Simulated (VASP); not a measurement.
# WSe4 in VASP: single point with PBE

Aim: the single point of WSe4 with PBE.

Everything below comes from runs of VASP 6.6.1. Logs are shortened: lines on timing, memory, paths and dates and some standing lists are left out, and cuts for length are marked.

### Step 1. The cell of the first run

The cell holds a slab with vacuum, 5 atoms: a = 3.318 Å, b = 3.318 Å, c = 44.992 Å, α = 90.00°, β = 90.00°, γ = 120.00°.

### Step 2. Single point, PBE

Input file INCAR:

```
PREC = Accurate ; ENCUT = 520
EDIFF = 1E-6 ; ISMEAR = -1
SIGMA = 0.05 ; LREAL = F
LASPH = T ; NELM = 80
ALGO = Normal ; ISIF = 2
LWAVE = F ; LCHARG = F
LDIPOL = T ; IDIPOL = 3
DIPOL = 0.5 0.5 0.500 ; GGA = PE
NBANDS = 27
```

Input file KPOINTS:

```
Automatic mesh
0
Gamma
  9 9 1
```

Input file POSCAR:

```
WSe4
1.0
    3.3179375931      0.0000000000      0.0000000000
   -1.6589687965      2.8734182438      0.0000000000
    0.0000000000      0.0000000000     44.9917687165
Se W
4 1
Direct
    0.3333333300      0.6666666600      0.1666971585
    0.3333333300      0.6666666600      0.4630541739
    0.3333333300      0.6666666600      0.5369458261
    0.3333333300      0.6666666600      0.8333028415
    0.0000000000      0.0000000000      0.5000000000
```

Potentials or basis: VASP PAW PBE potentials, release 64 (Se, W_sv).

Started as:

```
$ cat potpaw_PBE.64/Se/POTCAR potpaw_PBE.64/W_sv/POTCAR > POTCAR
$ mpirun -np 1 vasp_std > vasp.out
```

OUTCAR:

```text
PREC = Accurate
   ENCUT = 520
   EDIFF = 1E-6
   ISMEAR = -1
   LREAL = F
   LASPH = T
   NELM = 80
   ISIF = 2
   GGA = PE

 ion  position               nearest neighbor table
   1  0.333  0.667  0.167-
   2  0.333  0.667  0.463-   5 2.54   5 2.54   5 2.54
   3  0.333  0.667  0.537-   5 2.54   5 2.54   5 2.54
   4  0.333  0.667  0.833-
   5  0.000  0.000  0.500-   2 2.54   3 2.54   2 2.54   3 2.54   2 2.54   3 2.54

  LATTYP: Found a hexagonal cell.
 ALAT       =     3.3179375931
 C/A-ratio  =    13.5601612309

  Lattice vectors:

 A1 = (   3.3179375931,   0.0000000000,   0.0000000000)
 A2 = (  -1.6589687965,   2.8734182438,   0.0000000000)
 A3 = (   0.0000000000,   0.0000000000,  44.9917687165)

Analysis of symmetry for initial positions (statically):
=====================================================================
 Subroutine PRICEL returns:
 Original cell was already a primitive cell.

 Routine SETGRP: Setting up the symmetry group for a
 hexagonal supercell.

 Subroutine GETGRP returns: Found 12 space group operations
 (whereof 12 operations were pure point group operations)
 out of a pool of 24 trial point group operations.

The static configuration has the point symmetry D_3h.

Analysis of symmetry for dynamics (positions and initial velocities):
=====================================================================
 Subroutine PRICEL returns:
 Original cell was already a primitive cell.

 Routine SETGRP: Setting up the symmetry group for a
 hexagonal supercell.

 Subroutine GETGRP returns: Found 12 space group operations
 (whereof 12 operations were pure point group operations)
 out of a pool of 24 trial point group operations.

The dynamic configuration has the point symmetry D_3h.

 Subroutine INISYM returns: Found 12 space group operations
 (whereof 12 operations are pure point group operations),
 and found     1 'primitive' translations

----------------------------------------------------------------------------------------

                                     Primitive cell

  volume of cell :     428.9435

  direct lattice vectors                    reciprocal lattice vectors
     3.317937593  0.000000000  0.000000000     0.301392046  0.174008779  0.000000000
    -1.658968796  2.873418244  0.000000000     0.000000000  0.348017558  0.000000000
     0.000000000  0.000000000 44.991768716     0.000000000  0.000000000  0.022226288

  length of vectors
     3.317937593  3.317937593 44.991768716     0.348017558  0.348017558  0.022226288

  position of ions in fractional coordinates (direct lattice)
     0.333333330  0.666666660  0.166697158
     0.333333330  0.666666660  0.463054174
     0.333333330  0.666666660  0.536945826
     0.333333330  0.666666660  0.833302842
     0.000000000  0.000000000  0.500000000

  ion indices of the primitive-cell ions
   primitive index   ion index
                 1           1
                 2           2
                 3           3
                 4           4
                 5           5

----------------------------------------------------------------------------------------

 KPOINTS: Automatic mesh

Automatic generation of k-mesh.
 Grid dimensions read from file:
 generate k-points for:    9    9    1

 Generating k-lattice:

  Cartesian coordinates                     Fractional coordinates (reciprocal lattice)
     0.033488005  0.019334309  0.000000000     0.111111111  0.000000000  0.000000000
     0.000000000  0.038668618  0.000000000     0.000000000  0.111111111  0.000000000
     0.000000000  0.000000000  0.022226288     0.000000000  0.000000000  1.000000000

  Length of vectors
     0.038668618  0.038668618  0.022226288

  Shift w.r.t. Gamma in fractional coordinates (k-lattice)
     0.000000000  0.000000000  0.000000000

 Subroutine IBZKPT returns following result:
 ===========================================

 Found     12 irreducible k-points:

 Following reciprocal coordinates:
            Coordinates               Weight
  0.000000  0.000000  0.000000      1.000000
  0.111111  0.000000  0.000000      6.000000
  0.222222 -0.000000  0.000000      6.000000
  0.333333  0.000000  0.000000      6.000000
  0.444444 -0.000000  0.000000      6.000000
  0.111111  0.111111  0.000000      6.000000
  0.222222  0.111111  0.000000     12.000000
  0.333333  0.111111  0.000000     12.000000
  0.444444  0.111111  0.000000      6.000000
  0.222222  0.222222  0.000000      6.000000
  0.333333  0.222222  0.000000     12.000000
  0.333333  0.333333  0.000000      2.000000
   k-points           NKPTS =     12   k-points in BZ     NKDIM =     12   number of bands    NBANDS=     27
   number of dos      NEDOS =    301   number of ions     NIONS =      5
   total plane-waves  NPLWV = 263424
   dimension x,y,z NGX =    28 NGY =   28 NGZ =  336
   dimension x,y,z NGXF=    56 NGYF=   56 NGZF=  672
   ions per type =               4   1
   NGX,Y,Z   is equivalent  to a cutoff of  14.03, 14.03, 12.42 a.u.
   NGXF,Y,Z  is equivalent  to a cutoff of  28.06, 28.06, 24.83 a.u.
 SYSTEM =  unknown system
   PREC   = accura    normal or accurate (medium, high low for compatibility)
   ISTART =      0    job   : 0-new  1-cont  2-samecut
   ICHARG =      2    charge: 1-file 2-atom 10-const
   ISPIN  =      1    spin polarized calculation?
   LNONCOLLINEAR =      F non collinear calculations
   LSORBIT =      F    spin-orbit coupling
   LASPH  =      T    aspherical Exc in radial PAW
   ENCUT  =  520.0 eV  38.22 Ry    6.18 a.u.   6.17  6.17 83.65*2*pi/ulx,y,z
   NELM   =     80;   NELMIN=  2; NELMDL= -5     # of ELM steps
   EDIFF  = 0.1E-05   stopping-criterion for ELM
   LREAL  =      F    real-space projection
   EDIFFG = 0.1E-04   stopping-criterion for IOM
   NSW    =      0    number of steps for IOM
   IBRION =     -1    ionic relax: 0-MD 1-quasi-New 2-CG
   NFREE  =      0    steps in history (QN), initial steepest desc. (CG)
   ISIF   =      2    stress and relaxation
   ISYM   =      2    0-nonsym 1-usesym 2-fastsym
   POTIM  = 0.5000    time-step for ionic-motion
   TEBEG  =    0.0;   TEEND  =   0.0 temperature during run
   PSTRESS=    0.0 pullay stress
   NELECT =      38.0000    total number of electrons
   NUPDOWN=      -1.0000    fix difference up-down
   EMIN   =  10.00;   EMAX   =-10.00  energy-range for DOS
   EFERMI =   0.00;   METHOD = LEGACY
   ISMEAR =    -1;   SIGMA  =   0.05  broadening in eV -4-tet -1-fermi 0-gaus
   EFERMI_NEDOS =   21; number of points for ismear=-14 and -15
   IALGO  =     38    algorithm
   IMIX   =      4    mixing-type and parameters
     AMIX     =   0.40;   BMIX     =  1.00
     AMIX_MAG =   1.60;   BMIX_MAG =  1.00
  volume/ion in A,a.u.               =      85.79       578.93
  Fermi-wavevector in a.u.,A,eV,Ry     =   0.729798  1.379118  7.246532  0.532605
  Thomas-Fermi vector in A             =   1.821609
   LORBIT       =      0    0 simple, 1 ext, 2 COOP (PROOUT), +10 PAW based schemes
   GGA     = PE    functional components
   LHFCALC =     F    Hartree Fock is set to
   AEXX    =    0.0000 exact exchange contribution
   IVDW    =     0    specifies the selected vdW correction
   LEPSILON=     F    determine dielectric tensor
   LRPA    =     F    only Hartree local field effects (RPA)
 non-spin polarized calculation
  energy-cutoff  :      520.00
  volume of cell :      428.94
 maximum number of plane-waves:     11628
 NGX is ok and might be reduce to    28
   NGX = 13   NGY = 13   NGZ =167

 dipolmoment           0.000000      0.000000     -0.000000 electrons x Angstroem

 number of electron      37.9999998 magnetization

 dipolmoment           0.000000      0.000000      0.000000 electrons x Angstroem

 Free energy of the ion-electron system (eV)
  ---------------------------------------------------
  ext. energy  EPLUGINS =         0.00000000
  ---------------------------------------------------
  free energy    TOTEN  =       -26.02106371 eV

  energy without entropy =      -25.96718439  energy(sigma->0) =      -25.99412405

 E-fermi :  -3.3234     XC(G=0):  -3.5150

 val. band max:       -3.3553632869   @ k =   0.4444   0.1111   0.0000
 cond. band min:      -3.2908642438   @ k =   0.3333   0.2222   0.0000
 fundamental gap:      0.0644990431
 Fermi energy:        -3.3233846631

 k-point     1 :       0.0000    0.0000    0.0000
  band No.  band energies     occupation
      1     -77.4258      2.00000
      2     -41.6481      2.00000
      3     -41.5552      2.00000
      4     -41.5552      2.00000
      5     -18.1074      2.00000
      6     -16.8142      2.00000
[... 19 lines left out ...]
     26       1.0183      0.00000
     27       1.6890      0.00000

 k-point     2 :       0.1111    0.0000    0.0000
  band No.  band energies     occupation
      1     -77.4247      2.00000
      2     -41.6433      2.00000
      3     -41.5804      2.00000
      4     -41.5612      2.00000
      5     -17.9284      2.00000
      6     -16.7271      2.00000
[... 19 lines left out ...]
     26       1.6011      0.00000
     27       1.9274      0.00000

 k-point     3 :       0.2222   -0.0000    0.0000
  band No.  band energies     occupation
      1     -77.4220      2.00000
      2     -41.6436      2.00000
      3     -41.6311      2.00000
      4     -41.5761      2.00000
      5     -17.4361      2.00000
      6     -16.4895      2.00000
[... 234 lines left out ...]
      1     -77.4161      2.00000
      2     -41.7354      2.00000
      3     -41.6549      2.00000
      4     -41.6042      2.00000
      5     -16.0461      2.00000
      6     -15.8294      2.00000
[... 19 lines left out ...]
     26       2.2454      0.00000
     27       4.0579      0.00000

 k-point    12 :       0.3333    0.3333    0.0000
  band No.  band energies     occupation
      1     -77.4156      2.00000
      2     -41.7143      2.00000
      3     -41.6914      2.00000
      4     -41.6018      2.00000
      5     -15.8998      2.00000
      6     -15.7540      2.00000
[... 19 lines left out ...]
     26       2.5062      0.00000
     27       3.0503      0.00000

------------------------ aborting loop because EDIFF is reached ----------------------------------------

 vacuum level on the upper side and lower side of the slab       (xc-potential included)        -0.349        -0.349

  FORCE on cell =-STRESS in cart. coord.  units (eV):
  Direction    XX          YY          ZZ          XY          YZ          ZX
  --------------------------------------------------------------------------------------
  -------------------------------------------------------------------------------------
  Total       -5.5483254     -5.5483254      1.1388476     -0.0000000      0.0000000      0.0000000
  in kB      -20.7239428    -20.7239428      4.2537901     -0.0000000      0.0000000      0.0000000
  external PRESSURE =     -12.3980318 kB  Pullay stress =       0.0000000 kB

 VOLUME and BASIS-vectors are now :
 -----------------------------------------------------------------------------
  energy-cutoff  :      520.00
  volume of cell :      428.94
      direct lattice vectors                 reciprocal lattice vectors
     3.317937593  0.000000000  0.000000000     0.301392046  0.174008779  0.000000000
    -1.658968796  2.873418244  0.000000000     0.000000000  0.348017558  0.000000000
     0.000000000  0.000000000 44.991768716     0.000000000  0.000000000  0.022226288

 POSITION                                       TOTAL-FORCE (eV/Angst)
 -----------------------------------------------------------------------------------
      0.00000      1.91561      7.50000         0.000000     -0.000000      0.000144
      0.00000      1.91561     20.83363        -0.000000      0.000000     -0.352312
      0.00000      1.91561     24.15814        -0.000000      0.000000      0.352312
      0.00000      1.91561     37.49177         0.000000     -0.000000     -0.000144
      0.00000      0.00000     22.49588        -0.000000      0.000000      0.000000
 -----------------------------------------------------------------------------------
    total drift:                                0.000000      0.000027      0.000000

  FREE ENERGIE OF THE ION-ELECTRON SYSTEM (eV)
  ---------------------------------------------------
  free  energy   TOTEN  =       -26.0210637126 eV

  energy  without entropy=      -25.9671843939  energy(sigma->0) =      -25.99412405

 vacuum level on the upper side and lower side of the slab         2.946         2.946
```

Run time: 10 min. Hardware: 1 thread of Intel Xeon 8259CL, shared host; peak memory 0.66 GiB.

Results:

```
Free energy            : -26.0211 eV
Largest force          : 0.352 eV/Å
Band gap on the k mesh : zero (band 19 reaches -1.26 eV, above the bottom of band 20 at -3.64 eV)
```

Forces on the atoms (eV/Å):
```
Se   0.000  0.000  0.000
Se   0.000  0.000 -0.352
Se   0.000  0.000  0.352
Se   0.000  0.000  0.000
W    0.000  0.000  0.000
```

Caveat: spin-orbit coupling is left out, which moves the levels of the heavy elements.
